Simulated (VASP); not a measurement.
A run of VASP 6.6.1:

Contents of INCAR:

```
PREC = Accurate ; ENCUT = 520
EDIFF = 1E-6 ; ISMEAR = 0
SIGMA = 0.1 ; LREAL = False
LASPH = True ; NELM = 100
ALGO = Normal ; ISIF = 2
LWAVE = False ; LCHARG = False
GGA = PS ; NBANDS = 18
```

Contents of KPOINTS:

```
regular mesh
0
Gamma
  9 9 4
```

Contents of POSCAR:

```
Au
1.0
    2.9000000000      0.0000000000      0.0000000000
   -1.4500000000      2.5114736710      0.0000000000
    0.0000000000      0.0000000000      4.8800000000
Au
2
Direct
    0.3333333333      0.6666666667      0.7500000000
    0.6666666667      0.3333333333      0.2500000000
```

Potentials or basis: VASP PAW PBE potentials, release 64 (Au).

The run is started by

```sh
$ cat potpaw_PBE.64/Au/POTCAR > POTCAR
$ mpirun -np 1 vasp_std > vasp.out
```

Hardware: 1 thread of Intel Xeon 6455B, with other jobs on the host.

Problem. Estimate the wall time of this run.

Solution. It took 11 s on 1 thread of Intel Xeon 6455B, with other jobs on the host, peak memory 0.16 GiB. Counts: scf iterations 11, k points 36.
